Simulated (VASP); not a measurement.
**Ga2SeS: single point with LDA**

Crystal: Ga2SeS.

```xyz
8
Lattice="3.7272 0.0000 0.0000 -1.8636 3.2278 0.0000 0.0000 0.0000 16.2735" Properties=species:S:1:pos:R:3 pbc="T T T"
Ga    0.0000    2.1519    5.2521
Ga    1.8636    1.0759   11.0214
Ga    1.8636    1.0759   13.4944
Ga    0.0000    2.1519    2.7791
Se    1.8636    1.0759    6.4603
Se    0.0000    2.1519    9.8132
S     0.0000    2.1519   14.5264
S     1.8636    1.0759    1.7471
```

```
Program             : VASP 6.6.1
Task                : single point
Functional          : LDA
Potentials or basis : VASP PAW LDA potentials, release 64 (Ga_d, Se, S)
Cutoff              : 520 eV
k mesh              : 6 × 6 × 2
Occupations         : gaussian, width 0.01 eV
Spin                : no spin polarisation
```

```yaml
Pressure: -4.0 GPa
Largest_force: 0.370 eV/Å
Band_gap_on_the_k_mesh: 0.95 eV, direct
```

Forces on the atoms (eV/Å):
```
Ga   0.000  0.000  0.028
Ga   0.000  0.000 -0.028
Ga   0.000  0.000 -0.044
Ga   0.000  0.000  0.044
Se   0.000  0.000 -0.370
Se   0.000  0.000  0.370
S    0.000  0.000 -0.286
S    0.000  0.000  0.286
```

Stress tensor (GPa, compression positive):
```
-4.26  0.00  0.00
 0.00 -4.26  0.00
 0.00  0.00 -3.58
```

Levels at points of the mesh, in eV from the valence-band top:
| k point | band 35 | band 36 | band 37 | band 38 | band 39 | band 40 | band 41 | band 42 |
| --- | --- | --- | --- | --- | --- | --- | --- | --- |
| (0.00, 0.00, 0.00) | -0.89 | -0.79 | -0.79 | 0.00 | 0.95 | 1.66 | 2.46 | 2.48 |
| (0.50, 0.00, 0.00) | -2.13 | -2.07 | -2.03 | -1.62 | 1.35 | 1.45 | 1.90 | 1.99 |
| (0.00, 0.00, 0.50) | -0.79 | -0.79 | -0.73 | -0.66 | 1.29 | 1.55 | 2.40 | 2.51 |
| (0.50, 0.00, 0.50) | -2.21 | -2.07 | -1.88 | -1.78 | 1.50 | 1.56 | 1.73 | 1.88 |

It took 6.1 min on 1 thread of AMD EPYC 7R13, with other jobs on the host, peak memory 0.27 GiB.

A k mesh can miss the band edges.
